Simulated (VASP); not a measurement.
# Ga2O3 (C2/m) in VASP: single point with PBE

Aim: the single point of Ga2O3 with PBE.

Program: VASP 6.6.1. These are calculated values, not measurements. Logs are shortened: lines on timing, memory, paths and dates and some standing lists are left out, and cuts for length are marked.

### Step 1. The cell of the first run

The structure is monoclinic, space group C2/m (No. 12). Conventional cell: a = 12.891 Å, b = 3.191 Å, c = 5.889 Å, α = 90.00°, β = 104.17°, γ = 90.00°. Within 2.5 Å of Ga (site symmetry m) lie 4 O at 1.86 to 1.93 Å. Ga (site symmetry m) has 6 O at 2.01 to 2.15 Å within 2.7 Å. O (site symmetry m) has 3 Ga at 1.86 to 2.01 Å within 2.5 Å. O (site symmetry m) has 4 Ga at 1.93 to 2.15 Å and 3 O at 2.65 to 2.78 Å within 2.8 Å. O (site symmetry m) has 3 Ga at 1.92 to 2.04 Å within 2.6 Å.

### Step 2. Single point, PBE (strain +0.0350 x Voigt [1, 1, 0, 0, 0, 0])

Contents of INCAR:

```
SYSTEM = Ga2O3
ALGO     = Normal         ! electronic algorithm
EDIFF    = 1E-6           ! SCF threshold, eV
ENCUT    = 520            ! plane-wave cutoff, eV
GGA      = PE             ! functional
ISIF     = 2              ! what is computed and relaxed
ISMEAR   = 0              ! smearing method
KPAR     = 4            
LASPH    = .True.         ! aspherical terms in the spheres
LCHARG   = .False.        ! write CHGCAR
LREAL    = .False.        ! projectors in reciprocal space
LWAVE    = .False.        ! write WAVECAR
NBANDS   = 55             ! bands
NELM     = 100            ! most SCF steps
PREC     = Accurate       ! precision mode
SIGMA    = 0.05           ! smearing width, eV
```

Contents of KPOINTS:

```
k-points
0
Gamma
  10 10 6
  0 0 0
```

Contents of POSCAR:

```
Ga2O3
1.0
    6.4453906294     -1.5957180034      0.0114924401
    6.4453906294      1.5957180034      0.0114924401
   -1.4518187847      0.0000000000      5.7076941923
Ga O
4 6
Direct
    0.0899134338      0.0899134338      0.7947233208
    0.9100865662      0.9100865662      0.2052766792
    0.6585007301      0.6585007301      0.3141978956
    0.3414992699      0.3414992699      0.6858021044
    0.1634883775      0.1634883775      0.1092060622
    0.8365116225      0.8365116225      0.8907939378
    0.1737013130      0.1737013130      0.5643594347
    0.8262986870      0.8262986870      0.4356405653
    0.4960195697      0.4960195697      0.2566813608
    0.5039804303      0.5039804303      0.7433186392
```

Potentials or basis: VASP PAW PBE potentials, release 64 (Ga_d, O).

Command:

```
cat potpaw_PBE.64/Ga_d/POTCAR potpaw_PBE.64/O/POTCAR > POTCAR
mpirun -np 4 vasp_std > vasp.out
```

OUTCAR:

```text
SYSTEM = Ga2O3
   EDIFF = 1E-6
   ENCUT = 520
   GGA = PE
   ISIF = 2
   ISMEAR = 0
   LASPH = .True.
   LREAL = .False.
   NELM = 100
   PREC = Accurate

 ion  position               nearest neighbor table
   1  0.090  0.090  0.795-   5 1.86  10 1.92  10 1.92   7 1.93
   2  0.910  0.910  0.205-   6 1.86   9 1.92   9 1.92   8 1.93
   3  0.659  0.659  0.314-   5 2.01   5 2.01   9 2.04   8 2.11   7 2.15   7 2.15
   4  0.341  0.341  0.686-   6 2.01   6 2.01  10 2.04   7 2.11   8 2.15   8 2.15
   5  0.163  0.163  0.109-   1 1.86   3 2.01   3 2.01
   6  0.837  0.837  0.891-   2 1.86   4 2.01   4 2.01
   7  0.174  0.174  0.564-   1 1.93   4 2.11   3 2.15   3 2.15
   8  0.826  0.826  0.436-   2 1.93   3 2.11   4 2.15   4 2.15
   9  0.496  0.496  0.257-   2 1.92   2 1.92   3 2.04
  10  0.504  0.504  0.743-   1 1.92   1 1.92   4 2.04

  LATTYP: Found a base centered monoclinic cell.
 ALAT       =    12.8908017504
 B/A-ratio  =     0.2475746714
 C/A-ratio  =     0.4568718166
 COS(beta)  =    -0.2447836159

  Lattice vectors:

 A1 = (   6.4453906294,  -1.5957180034,   0.0114924401)
 A2 = (   6.4453906294,   1.5957180034,   0.0114924401)
 A3 = (  -1.4518187847,   0.0000000000,   5.7076941923)

Analysis of symmetry for initial positions (statically):
=====================================================================
 Subroutine PRICEL returns:
 Original cell was already a primitive cell.

 Routine SETGRP: Setting up the symmetry group for a
 base centered monoclinic supercell.

 Subroutine GETGRP returns: Found  4 space group operations
 (whereof  4 operations were pure point group operations)
 out of a pool of  4 trial point group operations.

The static configuration has the point symmetry C_2h.

Analysis of symmetry for dynamics (positions and initial velocities):
=====================================================================
 Subroutine PRICEL returns:
 Original cell was already a primitive cell.

 Routine SETGRP: Setting up the symmetry group for a
 base centered monoclinic supercell.

 Subroutine GETGRP returns: Found  4 space group operations
 (whereof  4 operations were pure point group operations)
 out of a pool of  4 trial point group operations.

The dynamic configuration has the point symmetry C_2h.

 Subroutine INISYM returns: Found  4 space group operations
 (whereof  4 operations are pure point group operations),
 and found     1 'primitive' translations

----------------------------------------------------------------------------------------

                                     Primitive cell

  volume of cell :     117.4608

  direct lattice vectors                    reciprocal lattice vectors
     6.445390629 -1.595718003  0.011492440     0.077539650 -0.313338572  0.019723117
     6.445390629  1.595718003  0.011492440     0.077539650  0.313338572  0.019723117
    -1.451818785  0.000000000  5.707694192    -0.000312252  0.000000000  0.175122674

  length of vectors
     6.639993102  6.639993102  5.889444013     0.323392114  0.323392114  0.175122952

  position of ions in fractional coordinates (direct lattice)
     0.089913434  0.089913434  0.794723321
     0.910086566  0.910086566  0.205276679
     0.658500730  0.658500730  0.314197896
     0.341499270  0.341499270  0.685802104
     0.163488378  0.163488378  0.109206062
     0.836511622  0.836511622  0.890793938
     0.173701313  0.173701313  0.564359435
     0.826298687  0.826298687  0.435640565
     0.496019570  0.496019570  0.256681361
     0.503980430  0.503980430  0.743318639

  ion indices of the primitive-cell ions
   primitive index   ion index
                 1           1
                 2           2
                 3           3
                 4           4
                 5           5
                 6           6
                 7           7
                 8           8
                 9           9
                10          10

----------------------------------------------------------------------------------------

 KPOINTS: k-points

Automatic generation of k-mesh.
 Grid dimensions read from file:
 generate k-points for:   10   10    6

 Generating k-lattice:

  Cartesian coordinates                     Fractional coordinates (reciprocal lattice)
     0.007753965 -0.031333857  0.001972312     0.100000000 -0.000000000  0.000000000
     0.007753965  0.031333857  0.001972312    -0.000000000  0.100000000  0.000000000
    -0.000052042  0.000000000  0.029187112    -0.000000000 -0.000000000  0.166666667

  Length of vectors
     0.032339211  0.032339211  0.029187159

  Shift w.r.t. Gamma in fractional coordinates (k-lattice)
     0.000000000  0.000000000  0.000000000

 Subroutine IBZKPT returns following result:
 ===========================================

 Found    172 irreducible k-points:

 Following reciprocal coordinates:
            Coordinates               Weight
  0.000000  0.000000  0.000000      1.000000
  0.100000 -0.000000  0.000000      4.000000
  0.200000 -0.000000  0.000000      4.000000
  0.300000 -0.000000 -0.000000      4.000000
  0.400000  0.000000 -0.000000      4.000000
  0.500000  0.000000  0.000000      2.000000
[... 16 lines left out ...]
  0.300000  0.300000 -0.000000      2.000000
  0.400000  0.300000 -0.000000      4.000000
 [... further k-points ...]
   k-points           NKPTS =    172   k-points in BZ     NKDIM =    172   number of bands    NBANDS=     55
   number of dos      NEDOS =    301   number of ions     NIONS =     10
   total plane-waves  NPLWV = 120000
   dimension x,y,z NGX =    50 NGY =   50 NGZ =   48
   dimension x,y,z NGXF=   100 NGYF=  100 NGZF=   96
   ions per type =               4   6
   NGX,Y,Z   is equivalent  to a cutoff of  12.52, 12.52, 13.55 a.u.
   NGXF,Y,Z  is equivalent  to a cutoff of  25.04, 25.04, 27.10 a.u.
 SYSTEM =  Ga2O3
   PREC   = accura    normal or accurate (medium, high low for compatibility)
   ISTART =      0    job   : 0-new  1-cont  2-samecut
   ICHARG =      2    charge: 1-file 2-atom 10-const
   ISPIN  =      1    spin polarized calculation?
   LNONCOLLINEAR =      F non collinear calculations
   LSORBIT =      F    spin-orbit coupling
   LASPH  =      T    aspherical Exc in radial PAW
   ENCUT  =  520.0 eV  38.22 Ry    6.18 a.u.  12.35 12.35 10.95*2*pi/ulx,y,z
   NELM   =    100;   NELMIN=  2; NELMDL= -5     # of ELM steps
   EDIFF  = 0.1E-05   stopping-criterion for ELM
   LREAL  =      F    real-space projection
[... 7 lines left out ...]
   TEBEG  =    0.0;   TEEND  =   0.0 temperature during run
   PSTRESS=    0.0 pullay stress
   NELECT =      88.0000    total number of electrons
   NUPDOWN=      -1.0000    fix difference up-down
   EMIN   =  10.00;   EMAX   =-10.00  energy-range for DOS
   EFERMI =   0.00;   METHOD = LEGACY
   ISMEAR =     0;   SIGMA  =   0.05  broadening in eV -4-tet -1-fermi 0-gaus
   EFERMI_NEDOS =   21; number of points for ismear=-14 and -15
   IALGO  =     38    algorithm
   IMIX   =      4    mixing-type and parameters
     AMIX     =   0.40;   BMIX     =  1.00
     AMIX_MAG =   1.60;   BMIX_MAG =  1.00
  volume/ion in A,a.u.               =      11.75        79.27
  Fermi-wavevector in a.u.,A,eV,Ry     =   1.486864  2.809766 30.079297  2.210766
  Thomas-Fermi vector in A             =   2.600097
   LORBIT       =      0    0 simple, 1 ext, 2 COOP (PROOUT), +10 PAW based schemes
   GGA     = PE    functional components
   LHFCALC =     F    Hartree Fock is set to
   AEXX    =    0.0000 exact exchange contribution
   IVDW    =     0    specifies the selected vdW correction
   LEPSILON=     F    determine dielectric tensor
   LRPA    =     F    only Hartree local field effects (RPA)
 non-spin polarized calculation
 Gauss-broadening in eV      SIGMA  =   0.05
  energy-cutoff  :      520.00
  volume of cell :      117.46
 maximum number of plane-waves:      3188
 NGX is ok and might be reduce to    50
   NGX = 25   NGY = 25   NGZ = 21

 number of electron      88.0000006 magnetization

 Free energy of the ion-electron system (eV)
  ---------------------------------------------------
  ext. energy  EPLUGINS =         0.00000000
  ---------------------------------------------------
  free energy    TOTEN  =       -59.36504889 eV

  energy without entropy =      -59.36504889  energy(sigma->0) =      -59.36504889

 E-fermi :   3.2458     XC(G=0): -11.0065

 val. band max:        3.0096359181   @ k =  -0.1000   0.1000   0.0000
 cond. band min:       4.2422434835   @ k =   0.0000   0.0000   0.0000
 fundamental gap:      1.2326075653
 Fermi energy:         3.2457832430

 k-point     1 :       0.0000    0.0000    0.0000
  band No.  band energies     occupation
      1     -15.3676      2.00000
      2     -14.4593      2.00000
      3     -14.2882      2.00000
      4     -14.1956      2.00000
      5     -14.0087      2.00000
      6     -14.0055      2.00000
[... 47 lines left out ...]
     54      14.1632      0.00000
     55      14.2710      0.00000

 k-point     2 :       0.1000   -0.0000    0.0000
  band No.  band energies     occupation
      1     -15.3051      2.00000
      2     -14.4462      2.00000
      3     -14.2628      2.00000
      4     -14.1739      2.00000
      5     -14.0143      2.00000
      6     -14.0083      2.00000
[... 47 lines left out ...]
     54      13.4981      0.00000
     55      13.8182      0.00000

 k-point     3 :       0.2000   -0.0000    0.0000
  band No.  band energies     occupation
      1     -15.1294      2.00000
      2     -14.4052      2.00000
      3     -14.2098      2.00000
      4     -14.1204      2.00000
      5     -14.0284      2.00000
      6     -14.0126      2.00000
[... 1152 lines left out ...]
 k-point    23 :       0.3000    0.3000   -0.0000
  band No.  band energies     occupation
      1     -15.2548      2.00000
      2     -14.7243      2.00000
      3     -14.1997      2.00000
      4     -14.1391      2.00000
      5     -14.0212      2.00000
      6     -14.0030      2.00000
[... 47 lines left out ...]
     54      14.0153      0.00000
     55      14.1487      0.00000

 k-point    24 :       0.4000    0.3000   -0.0000
  band No.  band energies     occupation
      1     -15.1655      2.00000
      2     -14.7372      2.00000
      3     -14.1752      2.00000
      4     -14.1187      2.00000
      5     -14.0266      2.00000
      6     -14.0068      2.00000
[... 47 lines left out ...]
     54      13.2012      0.00000
     55      14.3747      0.00000

 [... further k-points ...]

------------------------ aborting loop because EDIFF is reached ----------------------------------------

  FORCE on cell =-STRESS in cart. coord.  units (eV):
  Direction    XX          YY          ZZ          XY          YZ          ZX
  --------------------------------------------------------------------------------------
  -------------------------------------------------------------------------------------
  Total       -8.3170399    -10.6948392     -2.8797522      0.0000000      0.0000000     -0.0473866
  in kB     -113.4452624   -145.8786834    -39.2801099      0.0000000      0.0000000     -0.6463584
  external PRESSURE =     -99.5346852 kB  Pullay stress =       0.0000000 kB

 VOLUME and BASIS-vectors are now :
 -----------------------------------------------------------------------------
  energy-cutoff  :      520.00
  volume of cell :      117.46
      direct lattice vectors                 reciprocal lattice vectors
     6.445390629 -1.595718003  0.011492440     0.077539650 -0.313338572  0.019723117
     6.445390629  1.595718003  0.011492440     0.077539650  0.313338572  0.019723117
    -1.451818785  0.000000000  5.707694192    -0.000312252  0.000000000  0.175122674

 POSITION                                       TOTAL-FORCE (eV/Angst)
 -----------------------------------------------------------------------------------
      0.00526      0.00000      4.53810        -0.527486      0.000000     -0.364275
     11.43370      0.00000      1.19257         0.527486      0.000000      0.364275
      8.03243      0.00000      1.80848        -0.176701      0.000000     -0.088409
      3.40653      0.00000      3.92220         0.176701      0.000000      0.088409
      1.94895      0.00000      0.62707        -0.175565      0.000000      0.213378
      9.49002      0.00000      5.10361         0.175565      0.000000     -0.213378
      1.41980      0.00000      3.22518         0.135748      0.000000      0.080603
     10.01916      0.00000      2.50550        -0.135748      0.000000     -0.080603
      6.02142      0.00000      1.47646        -0.286653      0.000000     -0.143446
      5.41754      0.00000      4.25422         0.286653      0.000000      0.143446
 -----------------------------------------------------------------------------------
    total drift:                               -0.000000      0.000000     -0.000000

  FREE ENERGIE OF THE ION-ELECTRON SYSTEM (eV)
  ---------------------------------------------------
  free  energy   TOTEN  =       -59.3650488880 eV

  energy  without entropy=      -59.3650488880  energy(sigma->0) =      -59.36504889
```

Run time: 19 min. Hardware: 4 MPI ranks of Oxide Virtual Turin-like, shared host; peak memory 0.87 GiB.

What came out:

* Free energy: -59.3650 eV
* Pressure: -10.0 GPa
* Largest force: 0.641 eV/Å
* Band gap on the k mesh: 1.23 eV (least direct gap 1.24 eV)

Forces on the atoms (eV/Å):
```
Ga  -0.527  0.000 -0.364
Ga   0.527  0.000  0.364
Ga  -0.177  0.000 -0.088
Ga   0.177  0.000  0.088
O   -0.176  0.000  0.213
O    0.176  0.000 -0.213
O    0.136  0.000  0.081
O   -0.136  0.000 -0.081
O   -0.287  0.000 -0.143
O    0.287  0.000  0.143
```

Stress tensor (GPa, compression positive):
```
-11.34   0.00  -0.06
  0.00 -14.59   0.00
 -0.06   0.00  -3.93
```

Caveat: the cell differs from its parent crystal (strain +0.0350 x Voigt [1, 1, 0, 0, 0, 0]); the stress differs along the axes, from -15 to -4 GPa. A k mesh can miss the band edges.
